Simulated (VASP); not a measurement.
## Sb: single point with PBEsol

Sb:

```
CELL_PARAMETERS angstrom
3.03360 0.00000 0.00000
0.00000 3.03360 0.00000
0.00000 0.00000 3.41280
ATOMIC_POSITIONS crystal
Sb 0.00000 0.00000 0.00000
```

This cell differs from its parent crystal: strain -0.040 along x and y, +0.080 along z.

```
Program                : VASP 6.6.1
Task                   : single point
Functional             : PBEsol
Potentials or basis    : VASP PAW PBE potentials, release 64 (Sb)
Cutoff                 : 520 eV
k mesh                 : 16 × 16 × 16
Occupations            : gaussian, width 0.15 eV
Spin                   : no spin polarisation
Dipole correction      : no
Further INCAR settings : ALGO = Normal; EDIFF = 1e-06; NBANDS = 8
```

| Quantity | Value |
| --- | --- |
| Pressure | -3.2 GPa |

Stress tensor (GPa, compression positive):
```
-0.33  0.00  0.00
 0.00 -0.33  0.00
 0.00  0.00 -9.05
```

Levels at points of the mesh, in eV from the Fermi level:
```
           k point  band 1  band 2  band 3  band 4  band 5  band 6
(0.00, 0.00, 0.00)  -12.11    1.22    4.16    4.16    5.40    7.64
(0.50, 0.00, 0.00)   -9.37   -5.41    3.45    6.45    8.39    9.25
(0.50, 0.50, 0.00)   -6.40   -3.17   -3.17    2.48    5.68   11.85
(0.00, 0.00, 0.50)  -10.69   -5.05    5.35    5.35    8.96   11.35
(0.50, 0.00, 0.50)   -7.87   -4.15   -2.64    2.30    7.64   12.87
(0.50, 0.50, 0.50)   -4.72   -2.03   -2.03   -0.36    4.33    5.28
```

Run time: 31 s on 1 thread of Intel(R) Xeon(R) Platinum 8375C CPU @ 2.90GHz (Ice Lake) (shared host), peak memory 0.22 GiB.

Caveat: the cell differs from its parent crystal (strain -0.040 along x and y, +0.080 along z); the PAW data sets were made with another functional, which shifts forces and pressure a little; spin-orbit coupling is left out, which moves the levels of the heavy elements.
